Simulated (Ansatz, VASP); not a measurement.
**Al3GaN4: VASP beside Ansatz**

```
Al Ga N
1.0
     4.40712    0.16152    0.16152
     0.16152    4.40712    0.16152
     0.16152    0.16152    4.40712
Al Ga N
3 1 4
Direct
  0.50000 0.50000 0.00000
  0.50000 0.00000 0.50000
  0.00000 0.50000 0.50000
  0.00000 0.00000 0.00000
  0.74471 0.74471 0.25529
  0.74471 0.25529 0.74471
  0.25529 0.74471 0.74471
  0.25529 0.25529 0.25529
```

Change from the starting cell: equal engineering shear yz, xz and xy +0.0733, equal normal strain along x, y and z +0.0000.

Alike in both runs: task single point; functional PBEsol; k mesh 6 × 6 × 6; occupations gaussian, width 0.05 eV; no spin polarisation.

```csv
,VASP,Ansatz
version,VASP 6.6.1,Ansatz 0.2.0
potentials or method,"VASP PAW PBE potentials, release 64 (Al, Ga_d, N), cutoff 520 eV","scalar-relativistic, plane waves, PAW"
valence electrons in the cell,42,42
```

```tsv
	VASP	Ansatz	Ansatz less VASP
gap on the k mesh at the Fermi level (eV)	2.76	2.76	+0.004
least direct gap on the mesh (eV)	2.76	2.76	+0.004
pressure (GPa)	3.7	3.8	+0.01
traceless stress, the component that is largest in VASP (GPa)	-14.38	-14.25	+0.127
rms of the force components (eV/Å)	0.388	0.385	-0.0036
```

VASP's potentials were made for PBE, not for PBEsol. Atom by atom the forces differ by 0.010 eV/Å (rms over components).
